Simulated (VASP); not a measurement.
# Mn (P-3m1) in VASP: single point with PBEsol

Aim: the single point of Mn with PBEsol.

Everything below comes from runs of VASP 6.6.1. Logs are shortened: lines on timing, memory, paths and dates and some standing lists are left out, and cuts for length are marked.

### 1 The cell of the first run

The structure is trigonal, space group P-3m1 (No. 164). The conventional cell has a = 2.450 Å, b = 2.450 Å, c = 9.940 Å, α = 90.00°, β = 90.00°, γ = 120.00°. Mn (site symmetry 3m) has 12 Mn at 2.44 to 2.45 Å within 3.2 Å. Mn (site symmetry -3m) has 12 Mn at 2.44 to 2.45 Å within 3.2 Å. Mn (site symmetry 3m) has 12 Mn at 2.43 to 2.45 Å within 3.2 Å.

### 2 Single point, PBEsol

The input, INCAR:

```
PREC = Accurate ; ENCUT = 520
EDIFF = 1E-6 ; ISMEAR = 0
SIGMA = 0.1 ; LREAL = False
LASPH = True ; NELM = 60
ALGO = Fast ; ISIF = 2
LWAVE = False ; LCHARG = False
GGA = PS ; NBANDS = 40
```

The input, KPOINTS:

```
Automatic mesh
0
Gamma
  21 21 4
```

The input, POSCAR:

```
Mn
1.0
    2.4502324996      0.0000000000      0.0000000000
   -1.2251162498      2.1219635898      0.0000000000
    0.0000000000      0.0000000000      9.9403042811
Mn
5
Direct
    0.0000000000      0.0000000000     -0.0005343169
    0.3333333333      0.6666666667      0.2000000000
    0.6666666667      0.3333333333      0.4005343169
    0.0000000000      0.0000000000      0.6007294135
    0.6666666667      0.3333333333      0.7992705865
```

Potentials or basis: VASP PAW PBE potentials, release 64 (Mn_pv).

Started as:

```
> cat potpaw_PBE.64/Mn_pv/POTCAR > POTCAR
> mpirun -np 1 vasp_std > vasp.out
```

OUTCAR:

```text
PREC = Accurate
   ENCUT = 520
   EDIFF = 1E-6
   ISMEAR = 0
   LREAL = False
   LASPH = True
   NELM = 60
   ISIF = 2
   GGA = PS

 ion  position               nearest neighbor table
   1  0.000  0.000  0.999-   5 2.44   5 2.44   5 2.44   2 2.44   2 2.44   2 2.44
   2  0.333  0.667  0.200-   3 2.44   3 2.44   1 2.44   1 2.44   1 2.44   3 2.44
   3  0.667  0.333  0.401-   4 2.44   4 2.44   4 2.44   2 2.44   2 2.44   2 2.44
   4  0.000  0.000  0.601-   5 2.43   5 2.43   5 2.43   3 2.44   3 2.44   3 2.44
   5  0.667  0.333  0.799-   4 2.43   4 2.43   4 2.43   1 2.44   1 2.44   1 2.44

  LATTYP: Found a hexagonal cell.
 ALAT       =     2.4502324996
 C/A-ratio  =     4.0568820643

  Lattice vectors:

 A1 = (   2.4502324996,   0.0000000000,   0.0000000000)
 A2 = (  -1.2251162498,   2.1219635898,   0.0000000000)
 A3 = (   0.0000000000,   0.0000000000,   9.9403042811)

Analysis of symmetry for initial positions (statically):
=====================================================================
 Subroutine PRICEL returns:
 Original cell was already a primitive cell.

 Routine SETGRP: Setting up the symmetry group for a
 hexagonal supercell.

 Subroutine GETGRP returns: Found 12 space group operations
 (whereof  6 operations were pure point group operations)
 out of a pool of 24 trial point group operations.

The static configuration has the point symmetry C_3v.
 The point group associated with its full space group is D_3d.

Analysis of symmetry for dynamics (positions and initial velocities):
=====================================================================
 Subroutine PRICEL returns:
 Original cell was already a primitive cell.

 Routine SETGRP: Setting up the symmetry group for a
 hexagonal supercell.

 Subroutine GETGRP returns: Found 12 space group operations
 (whereof  6 operations were pure point group operations)
 out of a pool of 24 trial point group operations.

The dynamic configuration has the point symmetry C_3v.
 The point group associated with its full space group is D_3d.

 Subroutine INISYM returns: Found 12 space group operations
 (whereof  6 operations are pure point group operations),
 and found     1 'primitive' translations

----------------------------------------------------------------------------------------

                                     Primitive cell

  volume of cell :      51.6827

[... 89 lines left out ...]
   LNONCOLLINEAR =      F non collinear calculations
   LSORBIT =      F    spin-orbit coupling
   LASPH  =      T    aspherical Exc in radial PAW
   ENCUT  =  520.0 eV  38.22 Ry    6.18 a.u.   4.56  4.56 18.48*2*pi/ulx,y,z
   NELM   =     60;   NELMIN=  2; NELMDL= -5     # of ELM steps
   EDIFF  = 0.1E-05   stopping-criterion for ELM
   LREAL  =      F    real-space projection
   EDIFFG = 0.1E-04   stopping-criterion for IOM
   NSW    =      0    number of steps for IOM
   IBRION =     -1    ionic relax: 0-MD 1-quasi-New 2-CG
   NFREE  =      0    steps in history (QN), initial steepest desc. (CG)
   ISIF   =      2    stress and relaxation
   ISYM   =      2    0-nonsym 1-usesym 2-fastsym
   POTIM  = 0.5000    time-step for ionic-motion
   TEBEG  =    0.0;   TEEND  =   0.0 temperature during run
   PSTRESS=    0.0 pullay stress
   NELECT =      65.0000    total number of electrons
   NUPDOWN=      -1.0000    fix difference up-down
   EMIN   =  10.00;   EMAX   =-10.00  energy-range for DOS
   EFERMI =   0.00;   METHOD = LEGACY
   ISMEAR =     0;   SIGMA  =   0.10  broadening in eV -4-tet -1-fermi 0-gaus
   EFERMI_NEDOS =   21; number of points for ismear=-14 and -15
   IALGO  =     68    algorithm
   IMIX   =      4    mixing-type and parameters
     AMIX     =   0.40;   BMIX     =  1.00
     AMIX_MAG =   1.60;   BMIX_MAG =  1.00
  volume/ion in A,a.u.               =      10.34        69.75
  Fermi-wavevector in a.u.,A,eV,Ry     =   1.767113  3.339359 42.486753  3.122688
  Thomas-Fermi vector in A             =   2.834563
   LORBIT       =      0    0 simple, 1 ext, 2 COOP (PROOUT), +10 PAW based schemes
   GGA     = PS    functional components
   LHFCALC =     F    Hartree Fock is set to
   AEXX    =    0.0000 exact exchange contribution
   IVDW    =     0    specifies the selected vdW correction
   LEPSILON=     F    determine dielectric tensor
   LRPA    =     F    only Hartree local field effects (RPA)
 non-spin polarized calculation
 RMM-DIIS sequential band-by-band and
 Gauss-broadening in eV      SIGMA  =   0.10
  energy-cutoff  :      520.00
  volume of cell :       51.68
 maximum number of plane-waves:      1428
   NGX =  9   NGY =  9   NGZ = 37

 number of electron      65.0000111 magnetization

 Free energy of the ion-electron system (eV)
  ---------------------------------------------------
  ext. energy  EPLUGINS =         0.00000000
  ---------------------------------------------------
  free energy    TOTEN  =       -48.47018388 eV

  energy without entropy =      -48.43500302  energy(sigma->0) =      -48.45259345

 E-fermi :  10.8489     XC(G=0): -14.4277

 val. band max:       10.8475478335   @ k =   0.1429   0.0952   0.0000
 cond. band min:      10.8517476334   @ k =   0.3333   0.2381   0.5000
 fundamental gap:      0.0041997999
 Fermi energy:        10.8488648478

 k-point     1 :       0.0000    0.0000    0.0000
  band No.  band energies     occupation
      1     -37.3863      2.00000
      2     -37.3356      2.00000
      3     -36.8725      2.00000
      4     -36.8716      2.00000
      5     -36.7126      2.00000
      6     -36.7126      2.00000
[... 1021 lines left out ...]
     39      11.8025      0.00000
     40      12.1922      0.00000

 [... further k-points ...]
[... 5 lines left out ...]
  --------------------------------------------------------------------------------------
  -------------------------------------------------------------------------------------
  Total       -0.0165860     -0.0165860     -0.0540384      0.0000000      0.0000000      0.0000000
  in kB       -0.5141717     -0.5141717     -1.6752044      0.0000000      0.0000000      0.0000000
  external PRESSURE =      -0.9011826 kB  Pullay stress =       0.0000000 kB

 VOLUME and BASIS-vectors are now :
 -----------------------------------------------------------------------------
  energy-cutoff  :      520.00
  volume of cell :       51.68
      direct lattice vectors                 reciprocal lattice vectors
     2.450232500  0.000000000  0.000000000     0.408124535  0.235630810  0.000000000
    -1.225116250  2.121963590  0.000000000     0.000000000  0.471261621  0.000000000
     0.000000000  0.000000000  9.940304281     0.000000000  0.000000000  0.100600542

 POSITION                                       TOTAL-FORCE (eV/Angst)
 -----------------------------------------------------------------------------------
      0.00000      0.00000      9.93499         0.000000      0.000000      0.000005
     -0.00000      1.41464      1.98806         0.000000      0.000000      0.000000
      1.22512      0.70732      3.98143         0.000000      0.000000     -0.000005
      0.00000      0.00000      5.97143        -0.000000     -0.000000      0.004186
      1.22512      0.70732      7.94499         0.000000      0.000000     -0.004186
 -----------------------------------------------------------------------------------
    total drift:                               -0.000000      0.000000     -0.000000

  FREE ENERGIE OF THE ION-ELECTRON SYSTEM (eV)
  ---------------------------------------------------
  free  energy   TOTEN  =       -48.4701838849 eV

  energy  without entropy=      -48.4350030244  energy(sigma->0) =      -48.45259345
```

OSZICAR:

```text
N       E                     dE             d eps       ncg     rms          rms(c)
DAV:   1     0.816835591032E+03    0.81684E+03   -0.36218E+04 15240   0.229E+03
DAV:   2     0.374787979163E+01   -0.81309E+03   -0.78699E+03 14512   0.637E+02
DAV:   3    -0.558779893833E+02   -0.59626E+02   -0.56732E+02 17376   0.184E+02
[... 12 lines left out ...]
RMM:  16    -0.484701758035E+02   -0.19685E-04   -0.27435E-04 17705   0.440E-02    0.150E-02
RMM:  17    -0.484701807703E+02   -0.49668E-05   -0.89939E-05 16013   0.219E-02    0.489E-03
RMM:  18    -0.484701822292E+02   -0.14589E-05   -0.26772E-05 12352   0.132E-02    0.196E-03
RMM:  19    -0.484701834384E+02   -0.12092E-05   -0.10387E-05 11067   0.676E-03    0.177E-03
RMM:  20    -0.484701838849E+02   -0.44649E-06   -0.33546E-06 10153   0.443E-03
   1 F= -.48470184E+02 E0= -.48452593E+02  d E =-.351809E-01
```

stdout:

```text
POSCAR found type information on POSCAR Mn
 POSCAR found :  1 types and       5 ions
 scaLAPACK will be used
 -----------------------------------------------------------------------------
|                                                                             |
|                                                                             |
|     You enforced a specific xc type in the INCAR file but a different       |
|     I HOPE YOU KNOW WHAT YOU ARE DOING!                                     |
|                                                                             |
 -----------------------------------------------------------------------------

 LDA part: xc-table for (Slater+PW92), standard interpolation
 POSCAR, INCAR and KPOINTS ok, starting setup
 FFT: planning ... GRIDC
 FFT: planning ... GRID_SOFT
 FFT: planning ... GRID
 WAVECAR not read
 entering main loop
```

Wall time 7.4 min (1 thread of Intel Xeon 8259CL, shared host); peak memory 0.36 GiB.

What came out:

- Free energy: -48.4702 eV
- Pressure: -0.1 GPa
- Largest force: 0.004 eV/Å
- Band gap on the k mesh: zero (an odd number of electrons rules out a gap without spin polarisation)

Forces on the atoms (eV/Å):
```
Mn   0.000  0.000  0.000
Mn   0.000  0.000  0.000
Mn   0.000  0.000  0.000
Mn   0.000  0.000  0.004
Mn   0.000  0.000 -0.004
```

Stress tensor (GPa, compression positive):
```
-0.05  0.00  0.00
 0.00 -0.05  0.00
 0.00  0.00 -0.17
```

Caveat: the PAW data sets were made with another functional, which shifts forces and pressure a little; the run has no spin polarisation, though such a crystal can be magnetic.
